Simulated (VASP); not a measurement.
A run of VASP 6.6.1 is set up as follows.

Contents of INCAR:

```
PREC = Accurate
ENCUT = 520
EDIFF = 1E-6
ISMEAR = -1
SIGMA = 0.1
LREAL = F
LASPH = T
NELM = 60
ALGO = Normal
ISIF = 2
LWAVE = F
LCHARG = F
GGA = PE
NBANDS = 72
```

File KPOINTS:

```
regular mesh
0
Gamma
  3 2 2
```

POSCAR

```
NaSn4Hg5
1.0
    5.9810600000      0.6396360000     -0.8908280000
   -2.5991010000      7.0518590000      1.2056350000
   -0.4351860000     -0.3593440000      7.2231960000
Na Hg Sn
1 5 4
Direct
    0.9883064970      0.5416817746      0.7118997731
    0.2426420846      0.9651377703      0.5815015247
    0.4004178182      0.3877579938      0.5737909916
    0.3981390006      0.7986065584      0.9915648629
    0.2630342722      0.3133054061      0.1446907064
    0.5816849914      0.7975003139      0.4294921509
    0.0031529717      0.6439588431      0.2259080933
    0.9355900282      0.9541470025      0.8877070167
    0.8772153060      0.2049248056      0.3999602722
    0.6392133271      0.2171500513      0.9620124426
```

Potentials or basis: VASP PAW PBE potentials, release 64 (Na_pv, Hg, Sn_d).

The run is started by

```sh
$ cat potpaw_PBE.64/Na_pv/POTCAR potpaw_PBE.64/Hg/POTCAR potpaw_PBE.64/Sn_d/POTCAR > POTCAR
$ mpirun -np 1 vasp_std > vasp.out
```

Predict the largest force.

0.453 eV/Å.

What does it give for the band gap on the k mesh?

Zero (an odd number of electrons rules out a gap without spin polarisation).

Stress tensor (GPa, compression positive):
```
-2.91  0.03  0.10
 0.03 -1.88 -0.08
 0.10 -0.08 -1.67
```

Caveat: the k points lie up to 0.45 Å⁻¹ apart, too coarse for converged energies and pressures of a metal; spin-orbit coupling is left out, which moves the levels of the heavy elements.
